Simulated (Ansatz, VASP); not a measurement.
Two plane-wave programs on ZrWS3

```
Zr W S
1.0
     2.64576   -4.20490    0.00000
     2.64576    4.20490    0.00000
     0.00000    0.00000    5.72473
Zr W S
1 1 3
Direct
  0.50000 0.50000 0.00000
  0.50000 0.50000 0.50000
  0.25391 0.74609 0.50000
  0.74609 0.25391 0.50000
  0.00000 0.00000 0.50000
```

Alike in both runs: task single point; functional PBE; k mesh 4 × 4 × 4; occupations gaussian, width 0.1 eV; no spin polarisation.

|  | VASP | Ansatz |
| --- | --- | --- |
| version | VASP 6.6.1 | Ansatz 0.2.0 |
| potentials or method | VASP PAW PBE potentials, release 64 (Zr_sv, W_sv, S), cutoff 500 eV | scalar-relativistic, plane waves, PAW |
| valence electrons in the cell | 44 | 44 |

Ansatz gave:

```
gap on the k mesh at the Fermi level (eV)                     : none
pressure (GPa)                                                : 9.2
traceless stress, the component that is largest in VASP (GPa) : 22.18
rms of the force components (eV/Å)                            : 0.594
```

Problem. Estimate VASP's values.

Solution. gap on the k mesh at the Fermi level (eV): none; pressure (GPa): 9.1; traceless stress, the component that is largest in VASP (GPa): 21.92; rms of the force components (eV/Å): 0.598.

Atom by atom the forces differ by 0.004 eV/Å (rms over components). A gap of «none» marks a metal or a gap that the smearing closes. The functional is the same, so the differences come from potentials, cutoffs and numerics.

Spin-orbit coupling is off throughout.
